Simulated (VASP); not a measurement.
# Sb (R-3m) in VASP: notebook, part 3 of 3

VASP 6.6.1. The steps go on from the part before.

## (4) Single point, PBEsol

This run uses another cell than the first one, of 29.89 Å³/atom, 1.053 times its volume.

INCAR

```
SYSTEM = Sb
  PREC = Accurate
  ENCUT = 500
  EDIFF = 1E-6
  ISMEAR = -1
  SIGMA = 0.05
  LREAL = .False.
  LASPH = .True.
  NELM = 120
  ALGO = Normal
  ISIF = 2
  LWAVE = .False.
  LCHARG = .False.
  GGA = PS
  NBANDS = 22
  GGA_COMPAT = .False.
```

KPOINTS

```
regular mesh
0
Gamma
  9 9 9
  0 0 0
```

POSCAR

```
Sb
1.0
    2.1606215943      1.2474354591      3.6967787647
   -2.1606215943      1.2474354591      3.6967787647
    0.0000000000     -2.4948709182      3.6967787647
Sb
2
Direct
    0.2353909086      0.2353909086      0.2353909086
    0.7646090914      0.7646090914      0.7646090914
```

Potentials or basis: VASP PAW PBE potentials, release 64 (Sb_d_GW).

Command:

```bash
> cat potpaw_PBE.64/Sb_d_GW/POTCAR > POTCAR
> mpirun -np 1 vasp_std > vasp.out
```

OUTCAR:

```text
SYSTEM = Sb
   PREC = Accurate
   ENCUT = 500
   EDIFF = 1E-6
   ISMEAR = -1
   LREAL = .False.
   LASPH = .True.
   NELM = 120
   ISIF = 2
   GGA = PS

 ion  position               nearest neighbor table
   1  0.235  0.235  0.235-   2 2.92   2 2.92   2 2.92   2 3.31   2 3.31   2 3.31
   2  0.765  0.765  0.765-   1 2.92   1 2.92   1 2.92   1 3.31   1 3.31   1 3.31

  LATTYP: Found a trigonal (rhomboedric) cell.
 ALAT       =     4.4598827489
 COS(alpha) =     0.5306027532

  Lattice vectors:

 A1 = (   2.1606215943,   1.2474354591,   3.6967787647)
 A2 = (  -2.1606215943,   1.2474354591,   3.6967787647)
 A3 = (   0.0000000000,  -2.4948709182,   3.6967787647)

Analysis of symmetry for initial positions (statically):
=====================================================================
 Subroutine PRICEL returns:
 Original cell was already a primitive cell.

 Routine SETGRP: Setting up the symmetry group for a
 trigonal (rhombohedral) supercell.

 Subroutine GETGRP returns: Found 12 space group operations
 (whereof 12 operations were pure point group operations)
 out of a pool of 12 trial point group operations.

The static configuration has the point symmetry D_3d.

Analysis of symmetry for dynamics (positions and initial velocities):
=====================================================================
 Subroutine PRICEL returns:
 Original cell was already a primitive cell.

 Routine SETGRP: Setting up the symmetry group for a
 trigonal (rhombohedral) supercell.

 Subroutine GETGRP returns: Found 12 space group operations
 (whereof 12 operations were pure point group operations)
 out of a pool of 12 trial point group operations.

The dynamic configuration has the point symmetry D_3d.

 Subroutine INISYM returns: Found 12 space group operations
 (whereof 12 operations are pure point group operations),
[... 102 lines left out ...]
   ISIF   =      2    stress and relaxation
   ISYM   =      2    0-nonsym 1-usesym 2-fastsym
   POTIM  = 0.5000    time-step for ionic-motion
   TEBEG  =    0.0;   TEEND  =   0.0 temperature during run
   PSTRESS=    0.0 pullay stress
   NELECT =      30.0000    total number of electrons
   NUPDOWN=      -1.0000    fix difference up-down
   EMIN   =  10.00;   EMAX   =-10.00  energy-range for DOS
   EFERMI =   0.00;   METHOD = LEGACY
   ISMEAR =    -1;   SIGMA  =   0.05  broadening in eV -4-tet -1-fermi 0-gaus
   EFERMI_NEDOS =   21; number of points for ismear=-14 and -15
   IALGO  =     38    algorithm
   IMIX   =      4    mixing-type and parameters
     AMIX     =   0.40;   BMIX     =  1.00
     AMIX_MAG =   1.60;   BMIX_MAG =  1.00
  volume/ion in A,a.u.               =      29.89       201.71
  Fermi-wavevector in a.u.,A,eV,Ry     =   1.300942  2.458425 23.027197  1.692451
  Thomas-Fermi vector in A             =   2.432108
   LORBIT       =      0    0 simple, 1 ext, 2 COOP (PROOUT), +10 PAW based schemes
   GGA     = PS    functional components
   LHFCALC =     F    Hartree Fock is set to
   AEXX    =    0.0000 exact exchange contribution
   IVDW    =     0    specifies the selected vdW correction
   LEPSILON=     F    determine dielectric tensor
   LRPA    =     F    only Hartree local field effects (RPA)
 non-spin polarized calculation
  energy-cutoff  :      500.00
  volume of cell :       59.78
 maximum number of plane-waves:      1535
 NGX is ok and might be reduce to    36
   NGX = 17   NGY = 17   NGZ = 17

 number of electron      29.9999996 magnetization

 Free energy of the ion-electron system (eV)
  ---------------------------------------------------
  ext. energy  EPLUGINS =         0.00000000
  ---------------------------------------------------
  free energy    TOTEN  =        -9.16848587 eV

  energy without entropy =       -9.16633980  energy(sigma->0) =       -9.16741284

 E-fermi :   5.2636     XC(G=0): -10.1169

 val. band max:        5.2163858531   @ k =   0.3333   0.2222   0.2222
 cond. band min:       5.2809203262   @ k =   0.4444  -0.0000   0.0000
 fundamental gap:      0.0645344730
 Fermi energy:         5.2635837096

 k-point     1 :       0.0000    0.0000    0.0000
  band No.  band energies     occupation
      1     -24.0590      2.00000
      2     -24.0590      2.00000
      3     -23.9697      2.00000
      4     -23.9697      2.00000
      5     -23.9482      2.00000
      6     -23.8572      2.00000
[... 589 lines left out ...]
     21      15.0557      0.00000
     22      16.5380      0.00000

 [... further k-points ...]
[... 5 lines left out ...]
  --------------------------------------------------------------------------------------
  -------------------------------------------------------------------------------------
  Total       -0.0324565     -0.0324565     -0.0319010     -0.0000000      0.0000000      0.0000000
  in kB       -0.8698416     -0.8698416     -0.8549550     -0.0000000      0.0000000      0.0000000
  external PRESSURE =      -0.8648794 kB  Pullay stress =       0.0000000 kB

 VOLUME and BASIS-vectors are now :
 -----------------------------------------------------------------------------
  energy-cutoff  :      500.00
  volume of cell :       59.78
      direct lattice vectors                 reciprocal lattice vectors
     2.160621594  1.247435459  3.696778765     0.231414886  0.133607447  0.090168591
    -2.160621594  1.247435459  3.696778765    -0.231414886  0.133607447  0.090168591
     0.000000000 -2.494870918  3.696778765     0.000000000 -0.267214893  0.090168591

 POSITION                                       TOTAL-FORCE (eV/Angst)
 -----------------------------------------------------------------------------------
      0.00000      0.00000      2.61056         0.000000     -0.000000     -0.005001
      0.00000      0.00000      8.47977         0.000000      0.000000      0.005001
 -----------------------------------------------------------------------------------
    total drift:                               -0.000000      0.000000     -0.000000

  FREE ENERGIE OF THE ION-ELECTRON SYSTEM (eV)
  ---------------------------------------------------
  free  energy   TOTEN  =        -9.1684858743 eV

  energy  without entropy=       -9.1663398038  energy(sigma->0) =       -9.16741284
```

OSZICAR:

```text
N       E                     dE             d eps       ncg     rms          rms(c)
DAV:   1     0.227589953679E+03    0.22759E+03   -0.94633E+03  5272   0.128E+04
DAV:   2     0.225125866075E+02   -0.20508E+03   -0.19714E+03  7280   0.150E+03
DAV:   3    -0.782796701344E+01   -0.30341E+02   -0.30124E+02  7390   0.235E+02
DAV:   4    -0.913810813722E+01   -0.13101E+01   -0.13096E+01  6414   0.350E+01
DAV:   5    -0.918476872313E+01   -0.46661E-01   -0.46656E-01  5840   0.812E+00    0.387E+00
DAV:   6    -0.917427064598E+01    0.10498E-01   -0.51532E-02  7214   0.970E+00    0.238E+00
DAV:   7    -0.916861434174E+01    0.56563E-02   -0.13444E-02  6164   0.786E+00    0.811E-02
DAV:   8    -0.916845602820E+01    0.15831E-03   -0.19726E-03  6192   0.270E+00    0.673E-02
DAV:   9    -0.916848268053E+01   -0.26652E-04   -0.69664E-05  6736   0.271E-01    0.177E-02
DAV:  10    -0.916848566945E+01   -0.29889E-05   -0.70868E-06  4640   0.116E-01    0.159E-03
DAV:  11    -0.916848587429E+01   -0.20484E-06   -0.33012E-07  2824   0.180E-02
   1 F= -.91684859E+01 E0= -.91674128E+01  d E =-.214607E-02
```

stdout:

```text
POSCAR found type information on POSCAR Sb
 POSCAR found :  1 types and       2 ions
 scaLAPACK will be used
 -----------------------------------------------------------------------------
|                                                                             |
|                                                                             |
|     You enforced a specific xc type in the INCAR file but a different       |
|     I HOPE YOU KNOW WHAT YOU ARE DOING!                                     |
|                                                                             |
 -----------------------------------------------------------------------------

 LDA part: xc-table for (Slater+PW92), standard interpolation
 POSCAR, INCAR and KPOINTS ok, starting setup
 FFT: planning ... GRIDC
 FFT: planning ... GRID_SOFT
 FFT: planning ... GRID
 WAVECAR not read
 entering main loop
```

Run time: 2.5 min. Hardware: 1 thread of Intel Xeon Platinum 8488C (Sapphire Rapids), shared host; peak memory 0.27 GiB.

What came out:

```
Free energy            : -9.1685 eV
Pressure               : -0.1 GPa
Largest force          : 0.005 eV/Å
Band gap on the k mesh : 0.06 eV, indirect (least direct gap 0.46 eV)
```

Forces in eV/Å, atoms in the order of the input:
```
Sb   0.000  0.000 -0.005
Sb   0.000  0.000  0.005
```

Caveat: the PAW data sets were made with another functional, which shifts forces and pressure a little; spin-orbit coupling is left out, which moves the levels of the heavy elements.
